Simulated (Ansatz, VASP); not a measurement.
# Two plane-wave programs on Pt

The input INCAR:

```
  PREC = Accurate
  ENCUT = 520
  EDIFF = 1E-6
  ISMEAR = 0
  SIGMA = 0.15
  LREAL = F
  LASPH = T
  NELM = 60
  ALGO = Fast
  ISIF = 2
  LWAVE = F
  LCHARG = F
  GGA = CA
  NBANDS = 17
```

File KPOINTS:

```
regular mesh
0
Gamma
  18 18 10
```

The input POSCAR:

```
Pt
1.0
    2.7081940711      0.0000000000      0.0000000000
   -1.3540970355      2.3453648639      0.0000000000
    0.0000000000      0.0000000000      4.6773974959
Pt
2
Direct
    0.6416461584      0.3536713203      0.7500000000
    0.3583538416      0.6463286797      0.2500000000
```

Input for Ansatz:

```yaml
crystal:
  lattice:
    - [2.7081940711, 0.0, 0.0]
    - [-1.3540970355, 2.3453648639, 0.0]
    - [0.0, 0.0, 4.6773974959]
  atoms:
    - { symbol: Pt, position: [0.6416461584, 0.3536713203, 0.75] }
    - { symbol: Pt, position: [0.3583538416, 0.6463286797, 0.25] }
basis:
  ecutwfc: 420
kpoints:
  mp_grid: { grid: [18, 18, 10] }
hamiltonian:
  xc: lda
scf:
  occupations: { method: gaussian, width: 0.15 }
output:
  forces: true
  stress: true
  eigenvalues: true
```

Change from the starting cell: mode 1 frozen in at -0.095 Å and mode 2 at +0.048 Å (largest displacements).

Alike in both runs: task single point; functional LDA; k mesh 18 × 18 × 10; occupations gaussian, width 0.15 eV; no spin polarisation.

|  | VASP | Ansatz |
| --- | --- | --- |
| version | VASP 6.6.1 | Ansatz 0.2.0 |
| potentials or method | VASP PAW LDA potentials, release 64 (Pt), cutoff 520 eV | scalar-relativistic, plane waves, PAW |
| valence electrons in the cell | 20 | 36 |

|  | VASP | Ansatz | Ansatz less VASP |
| --- | --- | --- | --- |
| gap on the k mesh at the Fermi level (eV) | none | none | - |
| pressure (GPa) | 1.5 | 0.8 | -0.77 |
| traceless stress, the component that is largest in VASP (GPa) | -1.27 | -1.40 | -0.130 |
| rms of the force components (eV/Å) | 0.086 | 0.081 | -0.0047 |

LDA's correlation is that of Perdew and Zunger in VASP and of Perdew and Wang (1992) in Ansatz. Atom by atom the forces differ by 0.005 eV/Å (rms over components). A gap of «none» marks a metal or a gap that the smearing closes. VASP's potentials hold 20 valence electrons a cell and Ansatz's 36, so a difference there can come from the potentials and not from the codes.

Neither program's run includes spin-orbit coupling.
